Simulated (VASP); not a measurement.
# MoS4 in VASP: relaxation of the atoms with PBEsol

Aim: the relaxation of the atoms of MoS4 with PBEsol.

Everything below comes from runs of VASP 6.6.1. Logs are shortened: lines on timing, memory, paths and dates and some standing lists are left out, and cuts for length are marked.

### Step 1. The cell of the first run

The cell holds a slab with vacuum, 5 atoms: a = 3.143 Å, b = 3.143 Å, c = 24.452 Å, α = 90.00°, β = 90.00°, γ = 120.00°.

### Step 2. Relaxation of the atoms, PBEsol

Contents of INCAR:

```
PREC = Accurate
ENCUT = 520
EDIFF = 1E-6
ISMEAR = 0
SIGMA = 0.05
LREAL = F
LASPH = T
NELM = 80
ALGO = Normal
ISIF = 2
LWAVE = F
LCHARG = F
LDIPOL = T
IDIPOL = 3
DIPOL = 0.5 0.5 0.500
GGA = PS
IBRION = 2
NSW = 80
EDIFFG = -0.02
```

Contents of KPOINTS:

```
regular mesh
0
Gamma
  9 9 1
```

Contents of POSCAR:

```
MoS4
1.0
    3.1431288696      0.0000000000      0.0000000000
   -1.5715644348      2.7220294484      0.0000000000
    0.0000000000      0.0000000000     24.4517998387
S Mo
4 1
Direct
    0.6666666667      0.3333333333      0.3067258872
    0.3333333333      0.6666666667      0.4362772518
    0.3333333333      0.6666666667      0.5637227482
    0.0000000000      0.0000000000      0.6932741128
    0.6666666667      0.3333333333      0.5000111018
```

Potentials or basis: VASP PAW PBE potentials, release 64 (S, Mo_sv).

Started as:

```
cat potpaw_PBE.64/S/POTCAR potpaw_PBE.64/Mo_sv/POTCAR > POTCAR
mpirun -np 1 vasp_std > vasp.out
```

OUTCAR:

```text
PREC = Accurate
   ENCUT = 520
   EDIFF = 1E-6
   ISMEAR = 0
   LREAL = F
   LASPH = T
   NELM = 80
   ISIF = 2
   GGA = PS
   IBRION = 2
   NSW = 80
   EDIFFG = -0.02

 ion  position               nearest neighbor table
   1  0.667  0.333  0.307-
   2  0.333  0.667  0.436-   5 2.39   5 2.39   5 2.39
   3  0.333  0.667  0.564-   5 2.39   5 2.39   5 2.39
   4  0.000  0.000  0.693-
   5  0.667  0.333  0.500-   3 2.39   3 2.39   3 2.39   2 2.39   2 2.39   2 2.39

  LATTYP: Found a hexagonal cell.
 ALAT       =     3.1431288696
 C/A-ratio  =     7.7794455312

  Lattice vectors:

 A1 = (   3.1431288696,   0.0000000000,   0.0000000000)
 A2 = (  -1.5715644348,   2.7220294484,   0.0000000000)
 A3 = (   0.0000000000,   0.0000000000,  24.4517998387)

Analysis of symmetry for initial positions (statically):
=====================================================================
 Subroutine PRICEL returns:
 Original cell was already a primitive cell.

 Routine SETGRP: Setting up the symmetry group for a
 hexagonal supercell.

 Subroutine GETGRP returns: Found  6 space group operations
 (whereof  6 operations were pure point group operations)
 out of a pool of 24 trial point group operations.

The static configuration has the point symmetry C_3v.

Analysis of symmetry for dynamics (positions and initial velocities):
=====================================================================
 Subroutine PRICEL returns:
 Original cell was already a primitive cell.

 Routine SETGRP: Setting up the symmetry group for a
 hexagonal supercell.

 Subroutine GETGRP returns: Found  6 space group operations
 (whereof  6 operations were pure point group operations)
 out of a pool of 24 trial point group operations.

The dynamic configuration has the point symmetry C_3v.

 Subroutine INISYM returns: Found  6 space group operations
 (whereof  6 operations are pure point group operations),
 and found     1 'primitive' translations

----------------------------------------------------------------------------------------

                                     Primitive cell

  volume of cell :     209.2020

  direct lattice vectors                    reciprocal lattice vectors
     3.143128870  0.000000000  0.000000000     0.318154311  0.183686477  0.000000000
    -1.571564435  2.722029448  0.000000000     0.000000000  0.367372954  0.000000000
     0.000000000  0.000000000 24.451799839     0.000000000  0.000000000  0.040896785

  length of vectors
     3.143128870  3.143128870 24.451799839     0.367372954  0.367372954  0.040896785

  position of ions in fractional coordinates (direct lattice)
     0.666666667  0.333333333  0.306725887
     0.333333333  0.666666667  0.436277252
     0.333333333  0.666666667  0.563722748
     0.000000000  0.000000000  0.693274113
     0.666666667  0.333333333  0.500011102

  ion indices of the primitive-cell ions
   primitive index   ion index
                 1           1
                 2           2
                 3           3
                 4           4
                 5           5

----------------------------------------------------------------------------------------

 KPOINTS: regular mesh

Automatic generation of k-mesh.
 Grid dimensions read from file:
 generate k-points for:    9    9    1

 Generating k-lattice:

  Cartesian coordinates                     Fractional coordinates (reciprocal lattice)
     0.035350479  0.020409609  0.000000000     0.111111111 -0.000000000  0.000000000
     0.000000000  0.040819217  0.000000000     0.000000000  0.111111111  0.000000000
     0.000000000  0.000000000  0.040896785     0.000000000  0.000000000  1.000000000

  Length of vectors
     0.040819217  0.040819217  0.040896785

  Shift w.r.t. Gamma in fractional coordinates (k-lattice)
     0.000000000  0.000000000  0.000000000

 Subroutine IBZKPT returns following result:
 ===========================================

 Found     12 irreducible k-points:

 Following reciprocal coordinates:
            Coordinates               Weight
  0.000000  0.000000  0.000000      1.000000
  0.111111  0.000000  0.000000      6.000000
  0.222222  0.000000  0.000000      6.000000
  0.333333  0.000000  0.000000      6.000000
  0.444444  0.000000  0.000000      6.000000
  0.111111  0.111111  0.000000      6.000000
  0.222222  0.111111  0.000000     12.000000
  0.333333  0.111111  0.000000     12.000000
  0.444444  0.111111  0.000000      6.000000
  0.222222  0.222222  0.000000      6.000000
  0.333333  0.222222  0.000000     12.000000
  0.333333  0.333333  0.000000      2.000000
   k-points           NKPTS =     12   k-points in BZ     NKDIM =     12   number of bands    NBANDS=     23
   number of dos      NEDOS =    301   number of ions     NIONS =      5
   total plane-waves  NPLWV = 110592
   dimension x,y,z NGX =    24 NGY =   24 NGZ =  192
   dimension x,y,z NGXF=    48 NGYF=   48 NGZF=  384
   ions per type =               4   1
   NGX,Y,Z   is equivalent  to a cutoff of  12.69, 12.69, 13.05 a.u.
   NGXF,Y,Z  is equivalent  to a cutoff of  25.39, 25.39, 26.11 a.u.
 SYSTEM =  unknown system
   PREC   = accura    normal or accurate (medium, high low for compatibility)
   ISTART =      0    job   : 0-new  1-cont  2-samecut
   ICHARG =      2    charge: 1-file 2-atom 10-const
   ISPIN  =      1    spin polarized calculation?
   LNONCOLLINEAR =      F non collinear calculations
   LSORBIT =      F    spin-orbit coupling
   LASPH  =      T    aspherical Exc in radial PAW
   ENCUT  =  520.0 eV  38.22 Ry    6.18 a.u.   5.84  5.84 45.46*2*pi/ulx,y,z
   NELM   =     80;   NELMIN=  2; NELMDL= -5     # of ELM steps
   EDIFF  = 0.1E-05   stopping-criterion for ELM
   LREAL  =      F    real-space projection
   EDIFFG = -.2E-01   stopping-criterion for IOM
   NSW    =     80    number of steps for IOM
   IBRION =      2    ionic relax: 0-MD 1-quasi-New 2-CG
   NFREE  =      1    steps in history (QN), initial steepest desc. (CG)
   ISIF   =      2    stress and relaxation
   ISYM   =      2    0-nonsym 1-usesym 2-fastsym
   POTIM  = 0.5000    time-step for ionic-motion
   TEBEG  =    0.0;   TEEND  =   0.0 temperature during run
   PSTRESS=    0.0 pullay stress
   NELECT =      38.0000    total number of electrons
   NUPDOWN=      -1.0000    fix difference up-down
   EMIN   =  10.00;   EMAX   =-10.00  energy-range for DOS
   EFERMI =   0.00;   METHOD = LEGACY
   ISMEAR =     0;   SIGMA  =   0.05  broadening in eV -4-tet -1-fermi 0-gaus
   EFERMI_NEDOS =   21; number of points for ismear=-14 and -15
   IALGO  =     38    algorithm
   IMIX   =      4    mixing-type and parameters
     AMIX     =   0.40;   BMIX     =  1.00
     AMIX_MAG =   1.60;   BMIX_MAG =  1.00
  volume/ion in A,a.u.               =      41.84       282.35
  Fermi-wavevector in a.u.,A,eV,Ry     =   0.927144  1.752049 11.695526  0.859597
  Thomas-Fermi vector in A             =   2.053183
   LORBIT       =      0    0 simple, 1 ext, 2 COOP (PROOUT), +10 PAW based schemes
   GGA     = PS    functional components
   LHFCALC =     F    Hartree Fock is set to
   AEXX    =    0.0000 exact exchange contribution
   IVDW    =     0    specifies the selected vdW correction
   LEPSILON=     F    determine dielectric tensor
   LRPA    =     F    only Hartree local field effects (RPA)
 conjugate gradient relaxation of ions
 non-spin polarized calculation
 Gauss-broadening in eV      SIGMA  =   0.05
  energy-cutoff  :      520.00
  volume of cell :      209.20
 maximum number of plane-waves:      5664
 NGX is ok and might be reduce to    24
   NGX = 11   NGY = 11   NGZ = 91

--------------------------------------- Ionic step        1  -------------------------------------------

 number of electron      37.9999999 magnetization

 Free energy of the ion-electron system (eV)
  ---------------------------------------------------
  ext. energy  EPLUGINS =         0.00000000
  ---------------------------------------------------
  free energy    TOTEN  =       -28.17364110 eV

  energy without entropy =      -28.15445576  energy(sigma->0) =      -28.16404843

------------------------ aborting loop because EDIFF is reached ----------------------------------------

  FORCE on cell =-STRESS in cart. coord.  units (eV):
  Direction    XX          YY          ZZ          XY          YZ          ZX
  --------------------------------------------------------------------------------------
  -------------------------------------------------------------------------------------
  Total       -6.8497373     -6.8497373     -0.5879064     -0.0000000     -0.0000000      0.0000000
  in kB      -52.4588370    -52.4588370     -4.5024919     -0.0000000     -0.0000000      0.0000000
  external PRESSURE =     -36.4733886 kB  Pullay stress =       0.0000000 kB
[... 98 lines left out ...]
  FREE ENERGIE OF THE ION-ELECTRON SYSTEM (eV)
  ---------------------------------------------------
  free  energy   TOTEN  =       -28.1752355912 eV

  energy  without entropy=      -28.1561312129  energy(sigma->0) =      -28.16568340

 vacuum level on the upper side and lower side of the slab       (xc-potential included)        -0.294        -0.169

 dipolmoment           0.000000      0.000000      0.001946 electrons x Angstroem

[... ionic steps 4 to 36 ...]

--------------------------------------- Ionic step       37  -------------------------------------------

 number of electron      37.9999998 magnetization

------------------------ aborting loop because EDIFF is reached ----------------------------------------
[... 73 lines left out ...]
--------------------------------------- Ionic step       39  -------------------------------------------

 number of electron      37.9999997 magnetization

 dipolmoment           0.000000      0.000000     -0.026533 electrons x Angstroem

 Free energy of the ion-electron system (eV)
  ---------------------------------------------------
  ext. energy  EPLUGINS =         0.00000000
  ---------------------------------------------------
  free energy    TOTEN  =       -28.25016331 eV

  energy without entropy =      -28.24140041  energy(sigma->0) =      -28.24578186

 E-fermi :  -1.2307     XC(G=0):  -5.2474

 val. band max:       -1.2372962999   @ k =   0.3333   0.3333   0.0000
 cond. band min:      -1.1837817321   @ k =   0.1111   0.1111   0.0000
 fundamental gap:      0.0535145678
 Fermi energy:        -1.2307427776

 k-point     1 :       0.0000    0.0000    0.0000
  band No.  band energies     occupation
      1     -62.2360      2.00000
      2     -36.4625      2.00000
      3     -36.1894      2.00000
      4     -36.1894      2.00000
      5     -16.1282      2.00000
      6     -14.8636      2.00000
[... 301 lines left out ...]
     22       0.2146      0.00000
     23       1.9373      0.00000

------------------------ aborting loop because EDIFF is reached ----------------------------------------

 vacuum level on the upper side and lower side of the slab       (xc-potential included)        -0.283         0.266

  FORCE on cell =-STRESS in cart. coord.  units (eV):
  Direction    XX          YY          ZZ          XY          YZ          ZX
  --------------------------------------------------------------------------------------
  -------------------------------------------------------------------------------------
  Total       -5.8762821     -5.8762821      0.0488828      0.0000000      0.0000000      0.0000000
  in kB      -45.0036131    -45.0036131      0.3743701      0.0000000      0.0000000      0.0000000
  external PRESSURE =     -29.8776187 kB  Pullay stress =       0.0000000 kB
[... 20 lines left out ...]
  FREE ENERGIE OF THE ION-ELECTRON SYSTEM (eV)
  ---------------------------------------------------
  free  energy   TOTEN  =       -28.2501633150 eV

  energy  without entropy=      -28.2414004132  energy(sigma->0) =      -28.24578186

 reached required accuracy - stopping structural energy minimisation

 vacuum level on the upper side and lower side of the slab         5.300         5.861
```

It took 37 min on 1 thread of Intel Xeon Platinum 8488C (Sapphire Rapids), shared host; peak memory 0.35 GiB.

Results:

```yaml
Free_energy: -28.2502 eV
Energy_gained_by_relaxing: 15.3 meV/atom
Ionic_steps: 39
Largest_force_after_relaxing: 0.013 eV/Å
Band_gap_on_the_k_mesh: zero (bands 19 and 20 overlap by 1.86 eV)
```

Forces in eV/Å, atoms in the order of the input:
```
S    0.000  0.000 -0.011
S    0.000  0.000 -0.004
S    0.000  0.000 -0.009
S    0.000  0.000  0.010
Mo   0.000  0.000  0.013
```

The path:
```
step  energy change (eV)  largest force (eV/Å)  pressure (GPa)
   1              0.0000                0.0765           -3.65
   2             -0.0004                0.0760           -3.65
   3             -0.0016                0.0777           -3.66
   4             -0.0039                0.0850           -3.67
   5             -0.0084                0.1789           -3.69
   6             -0.0162                0.3716           -3.73
   7             -0.0278                0.7765           -3.75
   8             -0.0164                1.4041           -3.50
   9             -0.0305                1.0422           -3.70
  10             -0.0306                1.0424           -3.70
  11             -0.0307                1.0422           -3.69
  12             -0.0310                1.0411           -3.69
  13             -0.0316                1.0414           -3.69
  14             -0.0327                1.0409           -3.68
  15             -0.0347                1.0383           -3.66
  16             -0.0382                1.0302           -3.61
  17             -0.0436                1.0109           -3.53
  18             -0.0450                0.7295           -3.23
  19             -0.0469                0.9354           -3.43
  20             -0.0472                0.8656           -3.36
  21             -0.0523                0.7807           -3.36
  22             -0.0645                0.5201           -3.32
  23             -0.0737                0.2357           -3.22
  24             -0.0738                0.2160           -3.22
  25             -0.0744                0.1764           -3.18
  26             -0.0754                0.0572           -3.06
  27             -0.0755                0.0262           -3.01
  28             -0.0755                0.0262           -3.01
  29             -0.0756                0.0259           -3.01
  30             -0.0757                0.0251           -3.00
  31             -0.0759                0.0369           -3.00
  32             -0.0761                0.0711           -2.98
  33             -0.0761                0.0664           -2.98
  34             -0.0762                0.0520           -2.97
  35             -0.0764                0.0304           -2.97
  36             -0.0765                0.0436           -2.97
  37             -0.0765                0.0321           -2.97
  38             -0.0765                0.0257           -2.98
  39             -0.0765                0.0127           -2.99
```

Final structure:
```yaml
crystal:
  lattice:
    - [3.14313, 0.00000, 0.00000]
    - [-1.57156, 2.72203, 0.00000]
    - [0.00000, 0.00000, 24.45180]
  atoms:
    - { symbol: S, position: [0.66667, 0.33333, 0.32340] }
    - { symbol: S, position: [0.33333, 0.66667, 0.44060] }
    - { symbol: S, position: [0.33333, 0.66667, 0.56798] }
    - { symbol: S, position: [0.00000, 0.00000, 0.66298] }
    - { symbol: Mo, position: [0.66667, 0.33333, 0.50505] }
```

Caveat: the PAW data sets were made with another functional, which shifts forces and pressure a little.
